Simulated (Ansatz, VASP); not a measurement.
## One calculation of Li4C, two programs

```
Li C
1.0
     3.81531    0.00000    0.00000
     0.00000    3.81531    0.00000
     0.00000    0.00000    7.43572
Li C
8 2
Direct
  0.50000 0.00000 0.94445
  0.00000 0.50000 0.44011
  0.50000 0.00000 0.55989
  0.00000 0.50000 0.05555
  0.50000 0.50000 0.71758
  0.00000 0.00000 0.24748
  0.00000 0.00000 0.75252
  0.50000 0.50000 0.28242
  0.50000 0.00000 0.79159
  0.00000 0.50000 0.20841
```

Alike in both runs: task relaxation of cell and atoms; functional PBE; k mesh 4 × 4 × 4; occupations gaussian, width 0.1 eV; no spin polarisation.

|  | VASP | Ansatz |
| --- | --- | --- |
| version | VASP 6.6.1 | Ansatz 0.2.0 |
| potentials or method | VASP PAW PBE potentials, release 64 (Li_sv, C), cutoff 600 eV | scalar-relativistic, plane waves, PAW |
| valence electrons in the cell | 32 | 32 |

|  | VASP | Ansatz | Ansatz less VASP |
| --- | --- | --- | --- |
| gap on the k mesh at the Fermi level, each at its own relaxed structure (eV) | none | none | - |
| relaxed volume (Å³/atom) | 13.41 | 13.32 | -0.087 |
| relaxed length of the cell vector where the two differ most in proportion (Å) | 4.108 | 4.098 | -0.0099 |

A gap of «none» marks a metal or a gap that the smearing closes.

The k mesh is coarse, so the values compare programs but aren't converged. Noted on VASP's run: the cutoff is under 1.25 times that of the potentials, so the pressure is a little rough; the volume moved by over 15 % at a fixed basis, so the end points are rough.
